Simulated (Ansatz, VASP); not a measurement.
One calculation of TlGa2, two programs

```xyz
6
Lattice="3.3148 0.0000 0.0000 -1.6574 2.8707 0.0000 0.0000 0.0000 15.0840" Properties=species:S:1:pos:R:3 pbc="T T T"
Tl    0.0000    1.9138    3.7710
Tl    1.6574    0.9569   11.3130
Ga    0.0000    1.9138    8.5992
Ga    1.6574    0.9569    1.0572
Ga    0.0000    1.9138   14.0269
Ga    1.6574    0.9569    6.4849
```

Alike in both runs: functional PBE; k mesh 12 × 12 × 4; occupations gaussian, width 0.1 eV; no spin polarisation.

Ansatz relaxed the structure, and its values are those at the end. VASP's run is a single point on that final structure, the one shown.

|  | VASP | Ansatz |
| --- | --- | --- |
| version | VASP 6.6.1 | Ansatz 0.2.0 |
| potentials or method | VASP PAW PBE potentials, release 64 (Tl_d, Ga_d), cutoff 520 eV | scalar-relativistic, plane waves, PAW |
| valence electrons in the cell | 78 | 78 |

```csv
,VASP,Ansatz,Ansatz less VASP
gap on the k mesh at the Fermi level (eV),none,none,-
pressure (GPa),0.0,0.0,-0.01
```

A gap of «none» marks a metal or a gap that the smearing closes.

Neither program's run includes spin-orbit coupling.
